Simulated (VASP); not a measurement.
# TiSi16 (a cell with a defect) in VASP: single point with PBEsol

Aim: the single point of TiSi16 (a cell with a defect) with PBEsol.

Program: VASP 6.6.1. These are calculated values, not measurements. Logs are shortened: lines on timing, memory, paths and dates and some standing lists are left out, and cuts for length are marked.

**1. The cell of the first run**

The cell holds a defect, 17 atoms: a = 7.679 Å, b = 7.679 Å, c = 7.679 Å, α = 60.00°, β = 60.00°, γ = 60.00°.

**2. Single point, PBEsol**

INCAR reads:

```
PREC = Accurate
ENCUT = 520
EDIFF = 1E-6
ISMEAR = -1
SIGMA = 0.02
LREAL = Auto
LASPH = True
NELM = 60
ALGO = Normal
ISIF = 2
LWAVE = False
LCHARG = False
GGA = PS
NBANDS = 52
```

KPOINTS reads:

```
regular mesh
0
Gamma
  2 2 2
```

POSCAR reads:

```
TiSi16
1.0
    0.0000000000      5.4300000000      5.4300000000
    5.4300000000      0.0000000000      5.4300000000
    5.4300000000      5.4300000000      0.0000000000
Si Ti
16 1
Direct
    0.0021264299     -0.0055659824      0.0010296124
    0.1218637589      0.1275164426      0.1215278863
   -0.0114570366      0.0034478253      0.5034846566
    0.1221084367      0.1276209328      0.6276896776
    0.0016433426      0.5009138759      0.0009675676
    0.1257588144      0.6240113194      0.1241088631
    0.0021157763      0.5009620319      0.4945281155
    0.1218425950      0.6215088502      0.6275721965
    0.5039372071      0.0037992902     -0.0118479977
    0.6288273188      0.1275525296      0.1213938957
    0.5041869700      0.0032410777      0.5032870576
    0.6249428336      0.1246497884      0.6246128895
    0.4961228534      0.5009305673      0.0009886265
    0.6282678615      0.6215761423      0.1215745213
    0.5039202455      0.4881736699      0.5038196207
    0.6288170625      0.6213698147      0.6276124242
    0.3751255302      0.8745868242      0.3745931866
```

Potentials or basis: VASP PAW PBE potentials, release 64 (Si, Ti_sv).

On the command line:

```
cat potpaw_PBE.64/Si/POTCAR potpaw_PBE.64/Ti_sv/POTCAR > POTCAR
mpirun -np 1 vasp_std > vasp.out
```

OUTCAR:

```text
PREC = Accurate
   ENCUT = 520
   EDIFF = 1E-6
   ISMEAR = -1
   LREAL = Auto
   LASPH = True
   NELM = 60
   ISIF = 2
   GGA = PS

 ion  position               nearest neighbor table
   1  0.002  0.994  0.001-   6 2.32  10 2.34   2 2.34   4 2.34
   2  0.122  0.128  0.122-   1 2.34   5 2.34   3 2.40   9 2.40  17 2.75
   3  0.989  0.003  0.503-  12 2.28   8 2.40   4 2.40   2 2.40  17 2.42
   4  0.122  0.128  0.628-   1 2.34   7 2.34   3 2.40  11 2.40  17 2.75
   5  0.002  0.501  0.001-   6 2.32  14 2.34   8 2.34   2 2.34
   6  0.126  0.624  0.124-   5 2.32  13 2.32   7 2.32   1 2.32
   7  0.002  0.501  0.495-   6 2.32  16 2.34   8 2.34   4 2.34
   8  0.122  0.622  0.628-   7 2.34   5 2.34   3 2.40  15 2.40  17 2.75
   9  0.504  0.004  0.988-  12 2.28  10 2.39   2 2.40  14 2.40  17 2.42
  10  0.629  0.128  0.121-   1 2.34  13 2.34   9 2.39  11 2.39  17 2.75
  11  0.504  0.003  0.503-  12 2.28  16 2.39  10 2.39   4 2.40  17 2.42
  12  0.625  0.125  0.625-  11 2.28  15 2.28   9 2.28   3 2.28
  13  0.496  0.501  0.001-   6 2.32  14 2.34  16 2.34  10 2.34
  14  0.628  0.622  0.122-   5 2.34  13 2.34   9 2.40  15 2.40  17 2.75
  15  0.504  0.488  0.504-  12 2.28  16 2.39   8 2.40  14 2.40  17 2.42
  16  0.629  0.621  0.628-   7 2.34  13 2.34  11 2.39  15 2.39  17 2.75
  17  0.375  0.875  0.375-  11 2.42  15 2.42   9 2.42   3 2.42  14 2.75   4 2.75   2 2.75   8 2.75
                            10 2.75  16 2.75

  LATTYP: Found a face centered cubic cell.
 ALAT       =    10.8600000000

  Lattice vectors:

 A1 = (   0.0000000000,   5.4300000000,   5.4300000000)
 A2 = (   5.4300000000,   0.0000000000,   5.4300000000)
 A3 = (   5.4300000000,   5.4300000000,   0.0000000000)

Analysis of symmetry for initial positions (statically):
=====================================================================
 Subroutine PRICEL returns:
 Original cell was already a primitive cell.

 Routine SETGRP: Setting up the symmetry group for a
 face centered cubic supercell.

 Subroutine GETGRP returns: Found  1 space group operations
 (whereof  1 operations were pure point group operations)
 out of a pool of 48 trial point group operations.

The static configuration has the point symmetry C_1 .

Analysis of symmetry for dynamics (positions and initial velocities):
=====================================================================
 Subroutine PRICEL returns:
 Original cell was already a primitive cell.

 Routine SETGRP: Setting up the symmetry group for a
 face centered cubic supercell.

 Subroutine GETGRP returns: Found  1 space group operations
 (whereof  1 operations were pure point group operations)
 out of a pool of 48 trial point group operations.

The dynamic configuration has the point symmetry C_1 .

 Subroutine INISYM returns: Found  1 space group operations
 (whereof  1 operations are pure point group operations),
 and found     1 'primitive' translations

----------------------------------------------------------------------------------------

                                     Primitive cell

  volume of cell :     320.2060

  direct lattice vectors                    reciprocal lattice vectors
     0.000000000  5.430000000  5.430000000    -0.092081031  0.092081031  0.092081031
     5.430000000  0.000000000  5.430000000     0.092081031 -0.092081031  0.092081031
     5.430000000  5.430000000  0.000000000     0.092081031  0.092081031 -0.092081031

  length of vectors
     7.679179644  7.679179644  7.679179644     0.159489025  0.159489025  0.159489025

  position of ions in fractional coordinates (direct lattice)
     0.002126430  0.994434018  0.001029612
     0.121863759  0.127516443  0.121527886
     0.988542963  0.003447825  0.503484657
     0.122108437  0.127620933  0.627689678
     0.001643343  0.500913876  0.000967568
     0.125758814  0.624011319  0.124108863
[... 9 lines left out ...]
     0.628817062  0.621369815  0.627612424
     0.375125530  0.874586824  0.374593187

  ion indices of the primitive-cell ions
   primitive index   ion index
                 1           1
                 2           2
                 3           3
                 4           4
                 5           5
                 6           6
[... 9 lines left out ...]
                16          16
                17          17

----------------------------------------------------------------------------------------

 KPOINTS: regular mesh

Automatic generation of k-mesh.
 Grid dimensions read from file:
 generate k-points for:    2    2    2

 Generating k-lattice:

  Cartesian coordinates                     Fractional coordinates (reciprocal lattice)
    -0.046040516  0.046040516  0.046040516     0.500000000  0.000000000  0.000000000
     0.046040516 -0.046040516  0.046040516     0.000000000  0.500000000  0.000000000
     0.046040516  0.046040516 -0.046040516     0.000000000  0.000000000  0.500000000

  Length of vectors
     0.079744512  0.079744512  0.079744512

  Shift w.r.t. Gamma in fractional coordinates (k-lattice)
     0.000000000  0.000000000  0.000000000

 Subroutine IBZKPT returns following result:
 ===========================================

 Found      8 irreducible k-points:

 Following reciprocal coordinates:
            Coordinates               Weight
  0.000000  0.000000  0.000000      1.000000
  0.500000  0.000000  0.000000      1.000000
  0.000000  0.500000  0.000000      1.000000
  0.000000  0.000000  0.500000      1.000000
  0.500000  0.500000  0.500000      1.000000
  0.500000  0.500000  0.000000      1.000000
  0.000000  0.500000  0.500000      1.000000
  0.500000  0.000000  0.500000      1.000000
   k-points           NKPTS =      8   k-points in BZ     NKDIM =      8   number of bands    NBANDS=     52
   number of dos      NEDOS =    301   number of ions     NIONS =     17
   total plane-waves  NPLWV = 216000
   dimension x,y,z NGX =    60 NGY =   60 NGZ =   60
   dimension x,y,z NGXF=   120 NGYF=  120 NGZF=  120
   ions per type =              16   1
   NGX,Y,Z   is equivalent  to a cutoff of  12.99, 12.99, 12.99 a.u.
   NGXF,Y,Z  is equivalent  to a cutoff of  25.98, 25.98, 25.98 a.u.
 SYSTEM =  unknown system
   PREC   = accura    normal or accurate (medium, high low for compatibility)
   ISTART =      0    job   : 0-new  1-cont  2-samecut
   ICHARG =      2    charge: 1-file 2-atom 10-const
   ISPIN  =      1    spin polarized calculation?
   LNONCOLLINEAR =      F non collinear calculations
   LSORBIT =      F    spin-orbit coupling
   LASPH  =      T    aspherical Exc in radial PAW
   ENCUT  =  520.0 eV  38.22 Ry    6.18 a.u.  14.28 14.28 14.28*2*pi/ulx,y,z
   NELM   =     60;   NELMIN=  2; NELMDL= -5     # of ELM steps
   EDIFF  = 0.1E-05   stopping-criterion for ELM
   LREAL  =      T    real-space projection
   EDIFFG = 0.1E-04   stopping-criterion for IOM
   NSW    =      0    number of steps for IOM
   IBRION =     -1    ionic relax: 0-MD 1-quasi-New 2-CG
   NFREE  =      0    steps in history (QN), initial steepest desc. (CG)
   ISIF   =      2    stress and relaxation
   ISYM   =      2    0-nonsym 1-usesym 2-fastsym
   POTIM  = 0.5000    time-step for ionic-motion
   TEBEG  =    0.0;   TEEND  =   0.0 temperature during run
   PSTRESS=    0.0 pullay stress
   NELECT =      76.0000    total number of electrons
   NUPDOWN=      -1.0000    fix difference up-down
   EMIN   =  10.00;   EMAX   =-10.00  energy-range for DOS
   EFERMI =   0.00;   METHOD = LEGACY
   ISMEAR =    -1;   SIGMA  =   0.02  broadening in eV -4-tet -1-fermi 0-gaus
   EFERMI_NEDOS =   21; number of points for ismear=-14 and -15
   IALGO  =     38    algorithm
   IMIX   =      4    mixing-type and parameters
     AMIX     =   0.40;   BMIX     =  1.00
     AMIX_MAG =   1.60;   BMIX_MAG =  1.00
  volume/ion in A,a.u.               =      18.84       127.11
  Fermi-wavevector in a.u.,A,eV,Ry     =   1.013607  1.915439 13.978610  1.027399
  Thomas-Fermi vector in A             =   2.146786
   LORBIT       =      0    0 simple, 1 ext, 2 COOP (PROOUT), +10 PAW based schemes
   GGA     = PS    functional components
   LHFCALC =     F    Hartree Fock is set to
   AEXX    =    0.0000 exact exchange contribution
   IVDW    =     0    specifies the selected vdW correction
   LEPSILON=     F    determine dielectric tensor
   LRPA    =     F    only Hartree local field effects (RPA)
 non-spin polarized calculation
  energy-cutoff  :      520.00
  volume of cell :      320.21
 maximum number of plane-waves:      8646
 NGX is ok and might be reduce to    60
   NGX = 29   NGY = 29   NGZ = 29

 number of electron      75.9999998 magnetization

 Free energy of the ion-electron system (eV)
  ---------------------------------------------------
  ext. energy  EPLUGINS =         0.00000000
  ---------------------------------------------------
  free energy    TOTEN  =       -98.32627957 eV

  energy without entropy =      -98.30253454  energy(sigma->0) =      -98.31440706

 E-fermi :   6.8243     XC(G=0):  -9.8811

 val. band max:        6.7844920854   @ k =   0.0000   0.5000   0.5000
 cond. band min:       6.8527352825   @ k =   0.0000   0.0000   0.5000
 fundamental gap:      0.0682431971
 Fermi energy:         6.8243192207

 k-point     1 :       0.0000    0.0000    0.0000
  band No.  band energies     occupation
      1     -49.7232      2.00000
      2     -26.2024      2.00000
      3     -26.2009      2.00000
      4     -26.2004      2.00000
      5      -5.7864      2.00000
      6      -3.5513      2.00000
[... 42 lines left out ...]
     49       8.0858      0.00000
     50       8.3895      0.00000

 k-point     2 :       0.5000    0.0000    0.0000
  band No.  band energies     occupation
      1     -49.7232      2.00000
      2     -26.2024      2.00000
      3     -26.2009      2.00000
      4     -26.2004      2.00000
      5      -5.0727      2.00000
      6      -4.8668      2.00000
[... 42 lines left out ...]
     49       9.1834      0.00000
     50       9.8021      0.00000

 k-point     3 :       0.0000    0.5000    0.0000
  band No.  band energies     occupation
      1     -49.7232      2.00000
      2     -26.2024      2.00000
      3     -26.2009      2.00000
      4     -26.2004      2.00000
      5      -5.0732      2.00000
      6      -4.8662      2.00000
[... 42 lines left out ...]
     49       9.1856      0.00000
     50       9.8022      0.00000

 k-point     4 :       0.0000    0.0000    0.5000
  band No.  band energies     occupation
      1     -49.7232      2.00000
      2     -26.2024      2.00000
      3     -26.2009      2.00000
      4     -26.2004      2.00000
      5      -5.0732      2.00000
      6      -4.8662      2.00000
[... 42 lines left out ...]
     49       9.1854      0.00000
     50       9.8023      0.00000

 k-point     5 :       0.5000    0.5000    0.5000
  band No.  band energies     occupation
      1     -49.7232      2.00000
      2     -26.2024      2.00000
      3     -26.2009      2.00000
      4     -26.2004      2.00000
      5      -5.0720      2.00000
      6      -4.8675      2.00000
[... 42 lines left out ...]
     49       9.1853      0.00000
     50       9.8014      0.00000

 k-point     6 :       0.5000    0.5000    0.0000
  band No.  band energies     occupation
      1     -49.7232      2.00000
      2     -26.2024      2.00000
      3     -26.2009      2.00000
      4     -26.2004      2.00000
      5      -4.7452      2.00000
      6      -4.6714      2.00000
[... 42 lines left out ...]
     49       9.7585      0.00000
     50      10.4232      0.00000

 k-point     7 :       0.0000    0.5000    0.5000
  band No.  band energies     occupation
      1     -49.7232      2.00000
      2     -26.2024      2.00000
      3     -26.2009      2.00000
      4     -26.2004      2.00000
      5      -4.7440      2.00000
      6      -4.6726      2.00000
[... 42 lines left out ...]
     49       9.7592      0.00000
     50      10.4253      0.00000

 k-point     8 :       0.5000    0.0000    0.5000
  band No.  band energies     occupation
      1     -49.7232      2.00000
      2     -26.2024      2.00000
      3     -26.2009      2.00000
      4     -26.2004      2.00000
      5      -4.7452      2.00000
      6      -4.6714      2.00000
[... 42 lines left out ...]
     49       9.7585      0.00000
     50      10.4232      0.00000
 [bands above 50 left out]

------------------------ aborting loop because EDIFF is reached ----------------------------------------

  FORCE on cell =-STRESS in cart. coord.  units (eV):
  Direction    XX          YY          ZZ          XY          YZ          ZX
  --------------------------------------------------------------------------------------
  -------------------------------------------------------------------------------------
  Total        4.2066062      4.1433213      4.1441728      0.0071865      0.0395714      0.0076486
  in kB       21.0481026     20.7314515     20.7357119      0.0359583      0.1979989      0.0382703
  external PRESSURE =      20.8384220 kB  Pullay stress =       0.0000000 kB

 VOLUME and BASIS-vectors are now :
 -----------------------------------------------------------------------------
  energy-cutoff  :      520.00
  volume of cell :      320.21
      direct lattice vectors                 reciprocal lattice vectors
     0.000000000  5.430000000  5.430000000    -0.092081031  0.092081031  0.092081031
     5.430000000  0.000000000  5.430000000     0.092081031 -0.092081031  0.092081031
     5.430000000  5.430000000  0.000000000     0.092081031  0.092081031 -0.092081031

 POSITION                                       TOTAL-FORCE (eV/Angst)
 -----------------------------------------------------------------------------------
      5.40537      0.01714      5.41132        -0.000415      0.003335     -0.003922
      1.35231      1.32162      1.35413        -0.001563      0.027465      0.002483
      2.75264      8.10171      5.38651         0.031537     -0.037085     -0.037059
      4.10134      4.07140      1.35603        -0.022889     -0.001423     -0.001853
      2.72522      0.01418      2.72889         0.000419      0.001824      0.002207
      4.06229      1.35678      4.07125         0.010921      0.001376      0.001396
[... 9 lines left out ...]
      6.78197      6.82241      6.78851        -0.003211     -0.025090     -0.003015
      6.78305      4.07097      6.78594        -0.004779     -0.001650     -0.001273
 -----------------------------------------------------------------------------------
    total drift:                                0.002091      0.001411      0.002009

  FREE ENERGIE OF THE ION-ELECTRON SYSTEM (eV)
  ---------------------------------------------------
  free  energy   TOTEN  =       -98.3262795701 eV

  energy  without entropy=      -98.3025345427  energy(sigma->0) =      -98.31440706
```

Wall time 2.6 min (1 thread of AMD EPYC 9R45 (Zen 5), shared host); peak memory 0.45 GiB.

Results:

- Free energy: -98.3263 eV
- Pressure: 2.1 GPa
- Largest force: 0.065 eV/Å
- Band gap on the k mesh: zero (band 38 reaches 6.86 eV, above the bottom of band 39 at 6.45 eV)

Forces on the atoms (eV/Å):
```
Si   0.000  0.003 -0.004
Si  -0.002  0.027  0.002
Si   0.032 -0.037 -0.037
Si  -0.023 -0.001 -0.002
Si   0.000  0.002  0.002
Si   0.011  0.001  0.001
Si   0.000 -0.004  0.003
Si  -0.002  0.003  0.027
Si  -0.039 -0.031  0.028
Si  -0.003 -0.003 -0.025
Si   0.036  0.039  0.038
Si   0.006  0.003  0.003
Si   0.001 -0.003 -0.003
Si   0.031  0.000  0.000
Si  -0.039  0.028 -0.031
Si  -0.003 -0.025 -0.003
Ti  -0.005 -0.002 -0.001
```

Caveat: the k points lie up to 0.50 Å⁻¹ apart; the PAW data sets were made with another functional, which shifts forces and pressure a little.
